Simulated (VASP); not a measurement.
A run of VASP 6.6.1:

File INCAR:

```
SYSTEM = CdTe
PREC = Accurate
ENCUT = 520
EDIFF = 1E-7
ISMEAR = 0
SIGMA = 0.05
LREAL = .FALSE.
LASPH = .TRUE.
NELM = 60
ALGO = Normal
ISIF = 2
LWAVE = .FALSE.
LCHARG = .FALSE.
GGA = PS
NBANDS = 16
```

The input KPOINTS:

```
regular mesh
0
G
  10 10 10
  0 0 0
```

Contents of POSCAR:

```
CdTe
1.0
    0.0000000000      3.2424561863      3.2424561863
    3.2424561863      0.0000000000      3.2424561863
    3.2424561863      3.2424561863      0.0000000000
Cd Te
1 1
Direct
    0.0000000000      0.0000000000      0.0000000000
    0.2500000000      0.2500000000      0.2500000000
```

Potentials or basis: VASP PAW PBE potentials, release 64 (Cd, Te).

Launch:

```sh
$ cat potpaw_PBE.64/Cd/POTCAR potpaw_PBE.64/Te/POTCAR > POTCAR
$ mpirun -np 1 vasp_std > vasp.out
```

Hardware: 1 thread of Intel(R) Xeon(R) Platinum 8559C (Emerald Rapids), with other jobs on the host.

Question: Estimate the wall time of this run.

Answer: Run time: 26 s on 1 thread of Intel(R) Xeon(R) Platinum 8559C (Emerald Rapids), on a shared host, peak memory 0.23 GiB. Counts: scf iterations 14, k points 47.
